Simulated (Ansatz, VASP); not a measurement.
# GeH4: VASP beside Ansatz

The input INCAR:

```
SYSTEM = GeH4
ALGO = Normal
EDIFF = 1E-6
ENCUT = 410
GGA_COMPAT = .False.
ISIF = 2
ISMEAR = 0
LASPH = .True.
LCHARG = .False.
LREAL = .False.
LWAVE = .False.
NBANDS = 17
NELM = 120
NELMDL = -8
PREC = Accurate
SIGMA = 0.005
```

KPOINTS

```
k-points
0
Gamma
  1 1 1
  0 0 0
```

The input POSCAR:

```
GeH4
1.0
   12.8008860920      0.0000000000      0.0000000000
    0.0000000000     13.3008860920      0.0000000000
    0.0000000000      0.0000000000     13.8008860920
Ge H
1 4
Direct
    0.5028834600      0.5048254300      0.5007971300
    0.4043882200      0.4687416400      0.4477781800
    0.4778818700      0.5208524400      0.6084536300
    0.5892351000      0.4254650000      0.4907398800
    0.5399697300      0.6042839600      0.4561361000
```

Input for Ansatz:

```yaml
crystal:
  lattice:
    - [12.800886092, 0.0, 0.0]
    - [0.0, 13.300886092, 0.0]
    - [0.0, 0.0, 13.800886092]
  atoms:
    - { symbol: Ge, position: [0.50288346, 0.50482543, 0.50079713] }
    - { symbol: H, position: [0.40438822, 0.46874164, 0.44777818] }
    - { symbol: H, position: [0.47788187, 0.52085244, 0.60845363] }
    - { symbol: H, position: [0.5892351, 0.425465, 0.49073988] }
    - { symbol: H, position: [0.53996973, 0.60428396, 0.4561361] }
hamiltonian:
  xc: lda
kpoints:
  mp_grid: { grid: [1, 1, 1] }
scf:
  occupations: { method: gaussian, width: 0.005 }
  max_iter: 140
  lower_state_search: "off"
output:
  forces: true
```

Alike in both runs: task single point; functional LDA; k mesh 1 × 1 × 1; occupations gaussian, width 0.005 eV; no spin polarisation.

|  | VASP | Ansatz |
| --- | --- | --- |
| version | VASP 6.6.1 | Ansatz 0.2.0 |
| potentials or method | VASP PAW LDA potentials, release 64 (Ge_d, H) | scalar-relativistic, plane waves, PAW |
| plane-wave cutoff (eV) | 410 | 420 |
| valence electrons in the cell | 18 | 18 |

|  | VASP | Ansatz | Ansatz less VASP |
| --- | --- | --- | --- |
| rms of the force components (eV/Å) | 0.066 | 0.081 | +0.0144 |

LDA's correlation is that of Perdew and Zunger in VASP and of Perdew and Wang (1992) in Ansatz. Atom by atom the forces differ by 0.014 eV/Å (rms over components).
